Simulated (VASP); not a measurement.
Write the native input for VASP 6.6.1 that does the following.

| Quantity | Value |
| --- | --- |
| Task | single point |
| Functional | PBE |
| Potentials or basis | VASP PAW PBE potentials, release 64 (B, P) |
| Cutoff | 520 eV |
| k mesh | 4 × 4 × 4 |
| Occupations | gaussian, width 0.1 eV |
| Spin | no spin polarisation |
| Dipole correction | no |
| Further INCAR settings | ALGO = Normal; EDIFF = 1e-06; NBANDS = 36 |

The structure of BP lies in POSCAR:

```
BP
1.0
   -3.2361802600      3.7658217700      2.6372988900
    3.2361802600     -3.7658217700      2.6372988900
    3.2361802600      3.7658217700     -2.6372988900
B P
6 6
Direct
    0.3449075300      0.3960025900      0.7409101200
    0.1550924700      0.8960025900      0.0510950600
    0.8449075300      0.1039974100      0.9489049400
    0.6550924700      0.6039974100      0.2590898800
    0.7500000000      0.2500000000      0.5000000000
    0.2500000000      0.7500000000      0.5000000000
    0.3449075300      0.1039974100      0.4489049400
    0.1550924700      0.6039974100      0.7590898800
    0.2500000000      0.2500000000      0.0000000000
    0.7500000000      0.7500000000      0.0000000000
    0.8449075300      0.3960025900      0.2409101200
    0.6550924700      0.8960025900      0.5510950600
```

The cell was built from a structure type or drawn by symmetry, and may not be a known phase.

These files were run (other wordings do the same):

INCAR

```
SYSTEM = BP
PREC = Accurate
ENCUT = 520
EDIFF = 1E-6
ISMEAR = 0
SIGMA = 0.1
LREAL = .FALSE.
LASPH = .TRUE.
NELM = 100
ALGO = Normal
ISIF = 2
LWAVE = .FALSE.
LCHARG = .FALSE.
GGA = PE
NBANDS = 36
```

KPOINTS

```
regular mesh
0
G
  4 4 4
  0 0 0
```

Potentials or basis: VASP PAW PBE potentials, release 64 (B, P).

The run is started by

```bash
$ cat potpaw_PBE.64/B/POTCAR potpaw_PBE.64/P/POTCAR > POTCAR
$ mpirun -np 1 vasp_std > vasp.out
```

Results of the run:

```yaml
Pressure: 27.6 GPa
Largest_force: 0.471 eV/Å
Band_gap_on_the_k_mesh: zero (bands 24 and 25 overlap by 0.63 eV)
```

Caveat: the k points lie up to 0.36 Å⁻¹ apart, too coarse for converged energies and pressures of a metal; semilocal functionals underestimate gaps, so a narrow gap can read as zero.

Run time: 54 s on 1 thread of AMD EPYC 9R45 96-Core Processor (Zen 5), on a shared host, peak memory 0.24 GiB.
